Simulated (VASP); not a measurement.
A run of VASP 6.6.1 is set up as follows.

INCAR

```
PREC = Accurate
ENCUT = 520
EDIFF = 1E-7
ISMEAR = 0
SIGMA = 0.1
LREAL = False
LASPH = True
NELM = 60
ALGO = Normal
ISIF = 2
LWAVE = False
LCHARG = False
GGA = CA
NBANDS = 12
```

KPOINTS

```
regular mesh
0
Gamma
  14 14 14
```

File POSCAR:

```
Au
1.0
    0.0000000000      2.0238288653      2.0238288653
    2.0238288653      0.0000000000      2.0238288653
    2.0238288653      2.0238288653      0.0000000000
Au
1
Direct
    0.0000000000      0.0000000000      0.0000000000
```

Potentials or basis: VASP PAW LDA potentials, release 64 (Au).

Command:

```bash
$ cat potpaw_LDA.64/Au/POTCAR > POTCAR
$ mpirun -np 1 vasp_std > vasp.out
```

(1) Predict the pressure.

Answers

(1) 0.5 GPa.
